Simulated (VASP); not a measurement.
# Sn4O7 (a cell with a defect) in VASP: a series of runs

The runs below take Sn4O7 (a cell with a defect) through single point, with PBE+D3(BJ).

Program: VASP 6.6.1. These are calculated values, not measurements. Logs are shortened: lines on timing, memory, paths and dates and some standing lists are left out, and cuts for length are marked.

## 1. The cell of the first run

The cell holds a defect, 11 atoms: a = 5.692 Å, b = 5.692 Å, c = 5.692 Å, α = 69.32°, β = 69.32°, γ = 69.32°.

## 2. Single point, PBE+D3(BJ)

File INCAR:

```
SYSTEM = Sn4O7
ALGO = Normal ; EDIFF = 1E-7
ENCUT = 520 ; GGA = PE
ISIF = 2 ; ISMEAR = 0
IVDW = 12 ; LASPH = .TRUE.
LCHARG = .FALSE. ; LREAL = .FALSE.
LWAVE = .FALSE. ; NBANDS = 60
NELECT = 96.0 ; NELM = 80
PREC = Accurate ; SIGMA = 0.05
```

File KPOINTS:

```
k-points
0
G
  6 6 6
  0 0 0
```

File POSCAR:

```
Sn4O7
1.0
    3.2375465924      1.8691983966      4.2928880043
   -3.2375465924      1.8691983966      4.2928880043
    0.0000000000     -3.7383967932      4.2928880043
Sn O
4 7
Direct
    0.8647861010      0.8647861010      0.8647861010
    0.3647882246      0.3647882246      0.8647861258
    0.3647882246      0.8647861258      0.3647882246
    0.8647861258      0.3647882246      0.3647882246
    0.6211712003      0.1211725069      0.6211712003
    0.6211712003      0.6211712003      0.1211725069
    0.6084038764      0.6084038764      0.6084038764
    0.1211729409      0.1211729409      0.1211729409
    0.2126005118      0.1208070198      0.7126028099
    0.1084008301      0.6084039388      0.1084008301
    0.6084039388      0.1084008301      0.1084008301
```

Potentials or basis: VASP PAW PBE potentials, release 64 (Sn_d, O).

Started as:

```console
> cat potpaw_PBE.64/Sn_d/POTCAR potpaw_PBE.64/O/POTCAR > POTCAR
> mpirun -np 1 vasp_std > vasp.out
```

OUTCAR:

```text
SYSTEM = Sn4O7
   EDIFF = 1E-7
   ENCUT = 520
   GGA = PE
   ISIF = 2
   ISMEAR = 0
   IVDW = 12
   LASPH = .TRUE.
   LREAL = .FALSE.
   NELECT = 96.0
   NELM = 80
   PREC = Accurate
 IVDW          = 12

 ion  position               nearest neighbor table
   1  0.865  0.865  0.865-  10 2.12  11 2.12   6 2.12   5 2.12   9 2.59   4 3.24   3 3.24   4 3.24
                             3 3.24   2 3.24   2 3.24
   2  0.365  0.365  0.865-   5 2.12   7 2.12   8 2.12  10 2.12  11 2.12   9 2.38   3 3.24   4 3.24
                             1 3.24   1 3.24   4 3.24   3 3.24
   3  0.365  0.865  0.365-   6 2.12   7 2.12   8 2.12  11 2.12   9 2.59   2 3.24   4 3.24   1 3.24
                             1 3.24   2 3.24   4 3.24
   4  0.865  0.365  0.365-   5 2.12   6 2.12   7 2.12   8 2.12  10 2.12   2 3.24   3 3.24   1 3.24
                             1 3.24   2 3.24   3 3.24
   5  0.621  0.121  0.621-   4 2.12   2 2.12   1 2.12
   6  0.621  0.621  0.121-   3 2.12   4 2.12   1 2.12
   7  0.608  0.608  0.608-   2 2.12   3 2.12   4 2.12
   8  0.121  0.121  0.121-   2 2.12   3 2.12   4 2.12
   9  0.213  0.121  0.713-   2 2.38   3 2.59   1 2.59
  10  0.108  0.608  0.108-   1 2.12   4 2.12   2 2.12
  11  0.608  0.108  0.108-   1 2.12   3 2.12   2 2.12

  LATTYP: Found a trigonal (rhomboedric) cell.
 ALAT       =     5.6924948837
 COS(alpha) =     0.3530708029

  Lattice vectors:

 A1 = (   3.2375465924,   1.8691983966,   4.2928880043)
 A2 = (  -3.2375465924,   1.8691983966,   4.2928880043)
 A3 = (   0.0000000000,  -3.7383967932,   4.2928880043)

Analysis of symmetry for initial positions (statically):
=====================================================================
 Subroutine PRICEL returns:
 Original cell was already a primitive cell.

 Routine SETGRP: Setting up the symmetry group for a
 trigonal (rhombohedral) supercell.

 Subroutine GETGRP returns: Found  2 space group operations
 (whereof  1 operations were pure point group operations)
 out of a pool of 12 trial point group operations.

The static configuration has the point symmetry C_1 .
 The point group associated with its full space group is C_1h.

Analysis of symmetry for dynamics (positions and initial velocities):
=====================================================================
 Subroutine PRICEL returns:
 Original cell was already a primitive cell.

 Routine SETGRP: Setting up the symmetry group for a
 trigonal (rhombohedral) supercell.

 Subroutine GETGRP returns: Found  2 space group operations
 (whereof  1 operations were pure point group operations)
 out of a pool of 12 trial point group operations.

The dynamic configuration has the point symmetry C_1 .
 The point group associated with its full space group is C_1h.

 Subroutine INISYM returns: Found  2 space group operations
 (whereof  1 operations are pure point group operations),
 and found     1 'primitive' translations

----------------------------------------------------------------------------------------

                                     Primitive cell

  volume of cell :     155.8735

  direct lattice vectors                    reciprocal lattice vectors
     3.237546592  1.869198397  4.292888004     0.154437932  0.089164782  0.077647806
    -3.237546592  1.869198397  4.292888004    -0.154437932  0.089164782  0.077647806
     0.000000000 -3.738396793  4.292888004     0.000000000 -0.178329563  0.077647806

  length of vectors
     5.692494884  5.692494884  5.692494884     0.194500938  0.194500938  0.194500938

  position of ions in fractional coordinates (direct lattice)
     0.864786101  0.864786101  0.864786101
     0.364788225  0.364788225  0.864786126
     0.364788225  0.864786126  0.364788225
     0.864786126  0.364788225  0.364788225
     0.621171200  0.121172507  0.621171200
     0.621171200  0.621171200  0.121172507
     0.608403876  0.608403876  0.608403876
     0.121172941  0.121172941  0.121172941
     0.212600512  0.120807020  0.712602810
     0.108400830  0.608403939  0.108400830
     0.608403939  0.108400830  0.108400830

  ion indices of the primitive-cell ions
   primitive index   ion index
                 1           1
                 2           2
                 3           3
                 4           4
                 5           5
                 6           6
                 7           7
                 8           8
                 9           9
                10          10
                11          11

----------------------------------------------------------------------------------------

 KPOINTS: k-points

Automatic generation of k-mesh.
 Grid dimensions read from file:
 generate k-points for:    6    6    6

 Generating k-lattice:

  Cartesian coordinates                     Fractional coordinates (reciprocal lattice)
     0.025739655  0.014860797  0.012941301     0.166666667  0.000000000 -0.000000000
    -0.025739655  0.014860797  0.012941301     0.000000000  0.166666667 -0.000000000
     0.000000000 -0.029721594  0.012941301    -0.000000000 -0.000000000  0.166666667

  Length of vectors
     0.032416823  0.032416823  0.032416823

  Shift w.r.t. Gamma in fractional coordinates (k-lattice)
     0.000000000  0.000000000  0.000000000

 Subroutine IBZKPT returns following result:
 ===========================================

 Found     68 irreducible k-points:

 Following reciprocal coordinates:
            Coordinates               Weight
  0.000000  0.000000  0.000000      1.000000
  0.166667 -0.000000  0.000000      4.000000
 -0.000000  0.166667  0.000000      2.000000
  0.333333  0.000000  0.000000      4.000000
  0.000000  0.333333  0.000000      2.000000
  0.500000  0.000000  0.000000      2.000000
[... 16 lines left out ...]
  0.500000  0.333333  0.000000      4.000000
  0.500000  0.000000 -0.333333      4.000000
 [... further k-points ...]
   k-points           NKPTS =     68   k-points in BZ     NKDIM =     68   number of bands    NBANDS=     60
   number of dos      NEDOS =    301   number of ions     NIONS =     11
   total plane-waves  NPLWV =  74088
   dimension x,y,z NGX =    42 NGY =   42 NGZ =   42
   dimension x,y,z NGXF=    84 NGYF=   84 NGZF=   84
   ions per type =               4   7
   NGX,Y,Z   is equivalent  to a cutoff of  12.27, 12.27, 12.27 a.u.
   NGXF,Y,Z  is equivalent  to a cutoff of  24.53, 24.53, 24.53 a.u.
 SYSTEM =  Sn4O7
   PREC   = accura    normal or accurate (medium, high low for compatibility)
   ISTART =      0    job   : 0-new  1-cont  2-samecut
   ICHARG =      2    charge: 1-file 2-atom 10-const
   ISPIN  =      1    spin polarized calculation?
   LNONCOLLINEAR =      F non collinear calculations
   LSORBIT =      F    spin-orbit coupling
   LASPH  =      T    aspherical Exc in radial PAW
   ENCUT  =  520.0 eV  38.22 Ry    6.18 a.u.  10.58 10.58 10.58*2*pi/ulx,y,z
   NELM   =     80;   NELMIN=  2; NELMDL= -5     # of ELM steps
   EDIFF  = 0.1E-06   stopping-criterion for ELM
   LREAL  =      F    real-space projection
   EDIFFG = 0.1E-05   stopping-criterion for IOM
   NSW    =      0    number of steps for IOM
   IBRION =     -1    ionic relax: 0-MD 1-quasi-New 2-CG
   NFREE  =      0    steps in history (QN), initial steepest desc. (CG)
   ISIF   =      2    stress and relaxation
   ISYM   =      2    0-nonsym 1-usesym 2-fastsym
   POTIM  = 0.5000    time-step for ionic-motion
   TEBEG  =    0.0;   TEEND  =   0.0 temperature during run
   PSTRESS=    0.0 pullay stress
   NELECT =      96.0000    total number of electrons
   NUPDOWN=      -1.0000    fix difference up-down
   EMIN   =  10.00;   EMAX   =-10.00  energy-range for DOS
   EFERMI =   0.00;   METHOD = LEGACY
   ISMEAR =     0;   SIGMA  =   0.05  broadening in eV -4-tet -1-fermi 0-gaus
   EFERMI_NEDOS =   21; number of points for ismear=-14 and -15
   IALGO  =     38    algorithm
   IMIX   =      4    mixing-type and parameters
     AMIX     =   0.40;   BMIX     =  1.00
     AMIX_MAG =   1.60;   BMIX_MAG =  1.00
  volume/ion in A,a.u.               =      14.17        95.63
  Fermi-wavevector in a.u.,A,eV,Ry     =   1.392861  2.632126 26.396149  1.940062
  Thomas-Fermi vector in A             =   2.516563
   LORBIT       =      0    0 simple, 1 ext, 2 COOP (PROOUT), +10 PAW based schemes
   GGA     = PE    functional components
   LHFCALC =     F    Hartree Fock is set to
   AEXX    =    0.0000 exact exchange contribution
   IVDW    =    12    specifies the selected vdW correction
   LEPSILON=     F    determine dielectric tensor
   LRPA    =     F    only Hartree local field effects (RPA)
 non-spin polarized calculation
 Gauss-broadening in eV      SIGMA  =   0.05
  energy-cutoff  :      520.00
  volume of cell :      155.87
 maximum number of plane-waves:      4216
   NGX = 21   NGY = 21   NGZ = 21

 number of electron      96.0000009 magnetization

 Free energy of the ion-electron system (eV)
  ---------------------------------------------------
  ext. energy  EPLUGINS =         0.00000000
  ---------------------------------------------------
  free energy    TOTEN  =       -72.33224610 eV

  energy without entropy =      -72.32711675  energy(sigma->0) =      -72.32968142

 E-fermi :   4.9273     XC(G=0): -10.3006

 val. band max:        4.9219245521   @ k =   0.1667  -0.3333   0.1667
 cond. band min:       4.9289292742   @ k =  -0.3333  -0.0000  -0.1667
 fundamental gap:      0.0070047220
 Fermi energy:         4.9273284170

 k-point     1 :       0.0000    0.0000    0.0000
  band No.  band energies     occupation
      1     -16.3805      2.00000
      2     -16.2622      2.00000
      3     -15.9577      2.00000
      4     -15.6346      2.00000
      5     -15.5485      2.00000
      6     -15.5393      2.00000
[... 52 lines left out ...]
     59      12.9172      0.00000
     60      13.7735      0.00000

 k-point     2 :       0.1667   -0.0000    0.0000
  band No.  band energies     occupation
      1     -16.3377      2.00000
      2     -16.2253      2.00000
      3     -15.9458      2.00000
      4     -15.6270      2.00000
      5     -15.5670      2.00000
      6     -15.5329      2.00000
[... 52 lines left out ...]
     59      13.0232      0.00000
     60      13.8903      0.00000

 k-point     3 :      -0.0000    0.1667    0.0000
  band No.  band energies     occupation
      1     -16.3395      2.00000
      2     -16.2210      2.00000
      3     -15.9419      2.00000
      4     -15.6303      2.00000
      5     -15.5756      2.00000
      6     -15.5307      2.00000
[... 1312 lines left out ...]
     59      13.6564      0.00000
     60      13.9622      0.00000

 k-point    24 :       0.5000    0.0000   -0.3333
  band No.  band energies     occupation
      1     -16.1291      2.00000
      2     -16.0386      2.00000
      3     -15.9044      2.00000
      4     -15.7788      2.00000
      5     -15.7573      2.00000
      6     -15.6067      2.00000
[... 52 lines left out ...]
     59      13.2141      0.00000
     60      14.0353      0.00000

 [... further k-points ...]

------------------------ aborting loop because EDIFF is reached ----------------------------------------

 Edisp (eV)   -2.21942

 E8    (eV) :    -0.8985

  FORCE on cell =-STRESS in cart. coord.  units (eV):
  Direction    XX          YY          ZZ          XY          YZ          ZX
  --------------------------------------------------------------------------------------
  -------------------------------------------------------------------------------------
  Total     -18.90915   -19.59310   -33.53940    -0.59232     0.67009    -1.16062
  in kB    -194.36154  -201.39172  -344.74158    -6.08832     6.88761   -11.92968
  external pressure =     -246.83 kB  Pullay stress =        0.00 kB

 VOLUME and BASIS-vectors are now :
 -----------------------------------------------------------------------------
  energy-cutoff  :      520.00
  volume of cell :      155.87
      direct lattice vectors                 reciprocal lattice vectors
     3.237546592  1.869198397  4.292888004     0.154437932  0.089164782  0.077647806
    -3.237546592  1.869198397  4.292888004    -0.154437932  0.089164782  0.077647806
     0.000000000 -3.738396793  4.292888004     0.000000000 -0.178329563  0.077647806

 POSITION                                       TOTAL-FORCE (eV/Angst)
 -----------------------------------------------------------------------------------
      0.00000      0.00000     11.13729        -1.585270     -1.277423      1.349994
      0.00000     -1.86919      6.84442         1.652090     -0.953834      1.192880
     -1.61877      0.93460      6.84442         0.313646      2.011595      1.349994
      1.61877      0.93460      6.84442        -0.679468      0.392291     -1.021211
      1.61877     -0.93460      5.85342         1.592976      1.054766      0.572534
      0.00000      1.86919      5.85342         0.198279     -0.114476      0.007180
      0.00000      0.00000      7.83543        -0.597443     -0.607116     -0.359074
      0.00000      0.00000      1.56055        -0.116966     -1.906941      0.572534
      0.29719     -2.04079      4.49041        -0.916070      0.528893     -2.976770
     -1.61878      0.93461      3.54252         0.227057      0.820959     -0.359074
      1.61878      0.93461      3.54252        -0.088831      0.051287     -0.328987
 -----------------------------------------------------------------------------------
    total drift:                                0.023908      0.041570      0.000479

  FREE ENERGIE OF THE ION-ELECTRON SYSTEM (eV)
  ---------------------------------------------------
  free  energy   TOTEN  =       -74.5516683964 eV

  energy  without entropy=      -74.5465390432  energy(sigma->0) =      -74.54910372
```

It took 8.4 min on 1 thread of Intel Xeon 6975P-C (Granite Rapids), shared host; peak memory 0.56 GiB.

Results:

```
Free energy                : -74.5517 eV
Largest force              : 3.159 eV/Å
Dispersion energy per atom : -0.202 eV
```

Forces on the atoms (eV/Å):
```
Sn  -1.585 -1.277  1.350
Sn   1.652 -0.954  1.193
Sn   0.314  2.012  1.350
Sn  -0.679  0.392 -1.021
O    1.593  1.055  0.573
O    0.198 -0.114  0.007
O   -0.597 -0.607 -0.359
O   -0.117 -1.907  0.573
O   -0.916  0.529 -2.977
O    0.227  0.821 -0.359
O   -0.089  0.051 -0.329
```

Caveat: the cell carries a net charge on a neutralising background, which shifts energy and pressure; the cell differs from its parent crystal (atoms taken out, atom 9 moved -0.167 of the way to it and +0.900 Å across, host rigid); the cell is charged against a uniform background, so pressure and absolute levels hang on convention; spin-orbit coupling is left out, which moves the levels of the heavy elements.

## 3. Single point, PBE+D3(BJ)

File INCAR:

```
SYSTEM = Sn4O7
PREC = Accurate ; ENCUT = 520
EDIFF = 1E-7 ; ISMEAR = 0
SIGMA = 0.05 ; LREAL = .False.
LASPH = .True. ; NELM = 80
ALGO = Normal ; ISIF = 2
LWAVE = .False. ; LCHARG = .False.
GGA = PE ; IVDW = 12
NELECT = 96.0 ; NBANDS = 60
KPAR = 4
```

File KPOINTS:

```
regular mesh
0
Gamma
  6 6 6
  0 0 0
```

Changes to POSCAR since step 2:

```diff
@@ -16,3 +16,3 @@
     0.1211729409      0.1211729409      0.1211729409
-    0.2126005118      0.1208070198      0.7126028099
+    0.2189863502     -0.1228077951      0.7189864407
     0.1084008301      0.6084039388      0.1084008301
```

Potentials or basis: VASP PAW PBE potentials, release 64 (Sn_d, O).

Started as:

```console
> cat potpaw_PBE.64/Sn_d/POTCAR potpaw_PBE.64/O/POTCAR > POTCAR
> mpirun -np 4 vasp_std > vasp.out
```

It took 3 min on 4 MPI ranks of Intel Xeon Platinum 8488C (Sapphire Rapids), shared host; peak memory 0.56 GiB.

Results (log left out):

```yaml
Free_energy: -75.7902 eV
Largest_force: 5.126 eV/Å
Dispersion_energy_per_atom: -0.201 eV
```

Forces in eV/Å, atoms in the order of the input:
```
Sn  -3.239 -3.959 -0.327
Sn   1.762 -1.017  2.795
Sn   1.809  4.785 -0.327
Sn  -1.784  1.030 -1.442
O    0.757  0.711  0.107
O    0.148 -0.085 -0.166
O    2.175 -0.025 -0.361
O   -0.237 -1.011  0.107
O   -2.340  1.351  0.161
O    1.109 -1.871 -0.361
O   -0.160  0.092 -0.185
```

Levels at points of the mesh, in eV from the Fermi level:
```
           k point  band 44  band 45  band 46  band 47  band 48  band 49  band 50  band 51  band 52  band 53
(0.00, 0.00, 0.00)    -0.93    -0.83    -0.57    -0.48    -0.27     0.01     2.54     3.57     3.97     4.66
(0.50, 0.00, 0.00)    -1.00    -0.81    -0.67    -0.54    -0.10     1.47     2.34     3.05     3.71     5.47
(0.00, 0.50, 0.00)    -0.94    -0.88    -0.75    -0.37    -0.22     1.53     2.09     3.21     4.11     5.22
(0.50, 0.50, 0.00)    -1.32    -1.26    -0.96    -0.51    -0.43     1.94     2.36     3.21     3.64     5.39
(0.50, 0.00, 0.50)    -1.43    -1.08    -0.91    -0.62    -0.21     1.67     2.61     2.81     3.79     5.48
(0.50, 0.50, 0.50)    -1.43    -1.42    -1.22    -1.14    -0.87     1.39     2.29     3.58     3.98     5.02
```

Caveat: the cell carries a net charge on a neutralising background, which shifts energy and pressure; the cell differs from its parent crystal (atoms taken out, atom 9 moved 0.333 of the way to it and +0.900 Å across, host rigid); the cell is charged against a uniform background, so pressure and absolute levels hang on convention; spin-orbit coupling is left out, which moves the levels of the heavy elements.
